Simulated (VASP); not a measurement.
Crystal: CdS (Hawleyite).

```xyz
2
Lattice="0.0000 2.9392 2.9392 2.9392 0.0000 2.9392 2.9392 2.9392 0.0000" Properties=species:S:1:pos:R:3 pbc="T T T"
Cd    0.0000    0.0000    0.0000
S     1.4696    1.4696    1.4696
```

Program: VASP 6.6.1. Alike in all runs: task single point; potentials or basis VASP PAW PBE potentials, release 64 (Cd, S); no spin polarisation; cell as given; cutoff (eV) 520. Hardware: 1 thread of AMD EPYC 9R45 96-Core Processor (Zen 5), on a shared host.

Task: Order these runs on this cell by their wall time, lowest first.
A. level PBE; k mesh 4 × 4 × 4; smearing gaussian 0.01 eV
B. level PBE; k mesh 8 × 8 × 8; smearing fermi-dirac 0.02 eV
C. level r2SCAN; k mesh 8 × 8 × 8; smearing gaussian 0.01 eV

Result: A (6 s), B (16 s), C (59 s).

Caveats: some runs use coarse meshes.
